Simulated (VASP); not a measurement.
A run of VASP 6.6.1 is set up as follows.

File INCAR:

```
PREC = Accurate ; ENCUT = 520
EDIFF = 1E-7 ; ISMEAR = 0
SIGMA = 0.05 ; LREAL = False
LASPH = True ; NELM = 60
ALGO = Normal ; ISIF = 2
LWAVE = False ; LCHARG = False
GGA = PE ; NBANDS = 16
```

File KPOINTS:

```
regular mesh
0
Gamma
  12 12 6
```

POSCAR

```
Si
1.0
    3.6973121707      0.0000000000      0.0000000000
   -1.8486560853      3.2019662655      0.0000000000
    0.0000000000      0.0000000000      6.9051002099
Si
4
Direct
    0.3333333333      0.6666666667      0.0676455848
    0.6666666667      0.3333333333      0.5676455848
    0.3333333333      0.6666666667      0.4323544152
    0.6666666667      0.3333333333      0.9323544152
```

Potentials or basis: VASP PAW PBE potentials, release 64 (Si).

Command:

```bash
$ cat potpaw_PBE.64/Si/POTCAR > POTCAR
$ mpirun -np 1 vasp_std > vasp.out
```

(1) Estimate the pressure.

(2) Estimate the largest force.

Results:

(1) 0.4 GPa.

(2) 0.145 eV/Å.
